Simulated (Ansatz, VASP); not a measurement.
Two plane-wave programs on BaO

INCAR

```
SYSTEM = BaO
PREC     = Accurate       ! precision mode
ENCUT    = 600            ! plane-wave cutoff, eV
EDIFF    = 1E-6           ! SCF threshold, eV
ISMEAR   = 0              ! smearing method
SIGMA    = 0.01           ! smearing width, eV
LREAL    = .False.        ! projectors in reciprocal space
LASPH    = .True.         ! aspherical terms in the spheres
NELM     = 120            ! most SCF steps
ALGO     = Normal         ! electronic algorithm
ISIF     = 2              ! what is computed and relaxed
LWAVE    = .False.        ! write WAVECAR
LCHARG   = .False.        ! write CHGCAR
GGA      = PE             ! functional
IVDW     = 12             ! dispersion correction
NBANDS   = 15             ! bands
GGA_COMPAT= .False.
```

The input KPOINTS:

```
Automatic mesh
0
Gamma
  8 8 8
  0 0 0
```

Contents of POSCAR:

```
BaO
1.0
    0.0000000000      2.8558717560      2.8558717560
    2.8558717560      0.0000000000      2.8558717560
    2.8558717560      2.8558717560      0.0000000000
Ba O
1 1
Direct
    0.0000000000      0.0000000000      0.0000000000
    0.5000000000      0.5000000000      0.5000000000
```

Input for Ansatz:

```yaml
crystal:
  lattice:
    - [0.0, 2.8558717560181073, 2.8558717560181073]
    - [2.8558717560181073, 0.0, 2.8558717560181073]
    - [2.8558717560181073, 2.8558717560181073, 0.0]
  atoms:
    - { symbol: Ba, position: [0.0, 0.0, 0.0] }
    - { symbol: O, position: [0.5, 0.5, 0.5] }
basis:
  ecutwfc: 517.016338673772
kpoints:
  mp_grid:
    grid: [8, 8, 8]
hamiltonian:
  xc: pbe
  dispersion: d3bj
  pseudopotentials:
    kind: paw
scf:
  occupations:
    method: fixed
output:
  stress: true
```

Alike in both runs: task single point; functional PBE; dispersion D3(BJ); k mesh 8 × 8 × 8; no spin polarisation.

|  | VASP | Ansatz |
| --- | --- | --- |
| version | VASP 6.6.1 | Ansatz 0.2.0 |
| potentials or method | VASP PAW PBE potentials, release 64 (Ba_sv, O), cutoff 600 eV | plane waves, PAW |
| occupations | gaussian, width 0.01 eV | fixed |
| valence electrons in the cell | 16 | 16 |

VASP gave:

* pressure (GPa): -4.6

Q: What did Ansatz give for the same quantities?

A: Pressure (GPa): -5.7.

Neither program's run includes spin-orbit coupling.
